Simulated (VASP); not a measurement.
Ag2O: single point with PBE

Crystal: Ag2O.

```
CELL_PARAMETERS angstrom
4.85963 0.00000 0.00000
0.00000 4.85963 0.00000
0.00000 0.00000 4.85963
ATOMIC_POSITIONS crystal
Ag 0.25000 0.25000 0.25000
Ag 0.25000 0.75000 0.75000
Ag 0.75000 0.75000 0.25000
Ag 0.75000 0.25000 0.75000
O 0.00000 0.00000 0.00000
O 0.50000 0.50000 0.50000
```

```json
{
 "Program": "VASP 6.6.1",
 "Task": "single point",
 "Functional": "PBE",
 "Potentials or basis": "VASP PAW PBE potentials, release 64 (Ag, O)",
 "Cutoff": "600 eV",
 "k mesh": "8 × 8 × 8",
 "Occupations": "gaussian, width 0.1 eV",
 "Spin": "no spin polarisation"
}
```

```json
{
  "Pressure": "-2.0 GPa",
  "Band gap on the k mesh": "zero (filled and empty bands touch)"
}
```

Levels at points of the mesh, in eV from the Fermi level:
```tsv
k point	band 26	band 27	band 28	band 29	band 30	band 31
(0.00, 0.00, 0.00)	-0.14	-0.05	-0.05	-0.05	2.29	2.29
(0.50, 0.00, 0.00)	-1.47	-0.46	-0.46	1.94	1.94	4.76
(0.50, 0.50, 0.00)	-1.48	-0.77	-0.77	2.09	2.09	3.62
(0.50, 0.50, 0.50)	-0.67	-0.67	-0.67	2.77	2.77	2.77
```

It took 77 s on 1 thread of Intel(R) Xeon(R) 6975P-C (Granite Rapids), with other jobs on the host, peak memory 0.32 GiB.
